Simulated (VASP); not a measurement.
A run of VASP 6.6.1:

Contents of INCAR:

```
SYSTEM = AlP
ALGO = Normal
EDIFF = 1E-7
EDIFFG = -0.01
ENCUT = 500
GGA = PE
GGA_COMPAT = .False.
IBRION = 2
ISIF = 3
ISMEAR = 0
LASPH = .True.
LCHARG = .False.
LREAL = .False.
LWAVE = .False.
NELM = 120
NELMIN = 4
NSW = 80
PREC = Accurate
SIGMA = 0.02
```

KPOINTS

```
k-points
0
Gamma
  8 8 8
  0 0 0
```

File POSCAR:

```
AlP
1.0
    0.0000000000      2.7541630800      2.7541630800
    2.7541630800      0.0000000000      2.7541630800
    2.7541630800      2.7541630800      0.0000000000
Al P
1 1
Direct
    0.7500000000      0.7500000000      0.7500000000
    0.0000000000      0.0000000000      0.0000000000
```

Potentials or basis: VASP PAW PBE potentials, release 64 (Al, P).

Command:

```console
$ cat potpaw_PBE.64/Al/POTCAR potpaw_PBE.64/P/POTCAR > POTCAR
$ mpirun -np 1 vasp_std > vasp.out
```

Hardware: 1 thread of Intel(R) Xeon(R) 6975P-C (Granite Rapids), on a shared host.

Q: Estimate the wall time of this run.

A: Run time: 8.8 s on 1 thread of Intel(R) Xeon(R) 6975P-C (Granite Rapids) (shared host), peak memory 0.15 GiB. Counts: scf iterations 18, k points 29, ion steps 2.
